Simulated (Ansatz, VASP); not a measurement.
**MoS2 in VASP and in Ansatz**

```
CELL_PARAMETERS angstrom
3.14143 0.00000 0.00000
-1.57072 2.63894 0.00000
0.00000 0.00000 12.57882
ATOMIC_POSITIONS crystal
Mo 0.33333 0.66667 0.25000
Mo 0.66667 0.33333 0.75000
S 0.33333 0.66667 0.62605
S 0.66667 0.33333 0.12605
S 0.33333 0.66667 0.87395
S 0.66667 0.33333 0.37395
```

Change from the starting cell: strain -0.0300 x Voigt [0, 1, 0, 0, 0, 0], atoms carried along.

Alike in both runs: task single point; functional PBEsol; k mesh 12 × 12 × 2; occupations gaussian, width 0.05 eV; no spin polarisation.

|  | VASP | Ansatz |
| --- | --- | --- |
| version | VASP 6.6.1 | Ansatz 0.2.0 |
| potentials or method | VASP PAW PBE potentials, release 64 (Mo_sv, S), cutoff 520 eV | scalar-relativistic, plane waves, PAW |
| valence electrons in the cell | 52 | 52 |

Ansatz gave:

```
gap on the k mesh at the Fermi level (eV)                     : 1.03
least direct gap on the mesh (eV)                             : 1.89
pressure (GPa)                                                : 4.9
traceless stress, the component that is largest in VASP (GPa) : 3.92
rms of the force components (eV/Å)                            : 0.189
```

Task: Estimate VASP's values.

Result: gap on the k mesh at the Fermi level (eV): 1.05; least direct gap on the mesh (eV): 1.90; pressure (GPa): 4.9; traceless stress, the component that is largest in VASP (GPa): 3.95; rms of the force components (eV/Å): 0.189.

VASP's potentials were made for PBE, not for PBEsol. Atom by atom the forces differ by 0.000 eV/Å (rms over components).
